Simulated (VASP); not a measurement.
Wanted: the native input for a VASP 6.6.1 run.

- Task: single point
- Functional: PBE
- Potentials or basis: VASP PAW PBE potentials, release 64 (Ga_d, N)
- Cutoff: 520 eV
- k mesh: 8 × 8 × 5
- Occupations: gaussian, width 0.01 eV
- Spin: no spin polarisation
- Dipole correction: no
- Further INCAR settings: ALGO = Normal; EDIFF = 1e-06; NBANDS = 26

The structure of GaN lies in POSCAR:

```
GaN
1.0
    3.1861928248      0.0000000000      0.0000000000
   -1.5930964124      2.7593239276      0.0000000000
    0.0000000000      0.0000000000      5.2667812399
Ga N
2 2
Direct
    0.3333333333      0.6666666667      0.0013073350
    0.6666666667      0.3333333333      0.5013073350
    0.3333333333      0.6666666667      0.3756926650
    0.6666666667      0.3333333333      0.8756926650
```

One way to write it, as run:

INCAR

```
SYSTEM = GaN
ALGO = Normal
EDIFF = 1E-6
ENCUT = 520
GGA = PE
ISIF = 2
ISMEAR = 0
LASPH = .TRUE.
LCHARG = .FALSE.
LREAL = .FALSE.
LWAVE = .FALSE.
NBANDS = 26
NELM = 100
PREC = Accurate
SIGMA = 0.01
```

KPOINTS

```
k-points
0
G
  8 8 5
  0 0 0
```

Potentials or basis: VASP PAW PBE potentials, release 64 (Ga_d, N).

Launch:

```console
$ cat potpaw_PBE.64/Ga_d/POTCAR potpaw_PBE.64/N/POTCAR > POTCAR
$ mpirun -np 1 vasp_std > vasp.out
```

Results of the run:

```yaml
Pressure: 2.9 GPa
Band_gap_on_the_k_mesh: 1.76 eV
```

Run time: 13 s on 1 thread of Intel(R) Xeon(R) 6975P-C (Granite Rapids) (shared host), peak memory 0.17 GiB.
